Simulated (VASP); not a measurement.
Write the native input for VASP 6.6.1 that does the following.

* Task: single point
* Functional: PBE
* Potentials or basis: VASP PAW PBE potentials, release 64 (Mn_pv)
* Cutoff: 520 eV
* k mesh: 8 × 8 × 8
* Occupations: gaussian, width 0.1 eV
* Spin: no spin polarisation
* Dipole correction: no
* Further INCAR settings: ALGO = Normal; EDIFF = 1e-06; NBANDS = 20

The structure of Mn lies in POSCAR:

```
Mn
1.0
    0.0000000000      3.4430467377      1.8896405588
    1.8902424323      0.0000000000      1.8896405588
    1.8902424323      3.4430467377      0.0000000000
Mn
2
Direct
    0.1549506814      0.8450493186      0.1549506814
    0.8450493186      0.1549506814      0.8450493186
```

One way to write it, as run:

INCAR

```
SYSTEM = Mn
ALGO = Normal
EDIFF = 1E-6
ENCUT = 520
GGA = PE
ISIF = 2
ISMEAR = 0
LASPH = .True.
LCHARG = .True.
LELF = .True.
LREAL = .False.
LVHAR = .True.
LWAVE = .False.
NBANDS = 20
NELM = 80
PREC = Accurate
SIGMA = 0.1
```

KPOINTS

```
k-points
0
Gamma
  8 8 8
  0 0 0
```

Potentials or basis: VASP PAW PBE potentials, release 64 (Mn_pv).

The run is started by

```console
$ cat potpaw_PBE.64/Mn_pv/POTCAR > POTCAR
$ mpirun -np 1 vasp_std > vasp.out
```

It gave:

| Property | Result |
| --- | --- |
| Pressure | 0.2 GPa |
| Largest force | 0.039 eV/Å |
| Band gap on the k mesh | zero (bands 13 and 14 overlap by 1.73 eV) |

Caveat: the run has no spin polarisation, though such a crystal can be magnetic.

Wall time 79 s on 1 thread of Intel Xeon 8259CL, on a shared host, peak memory 0.17 GiB.
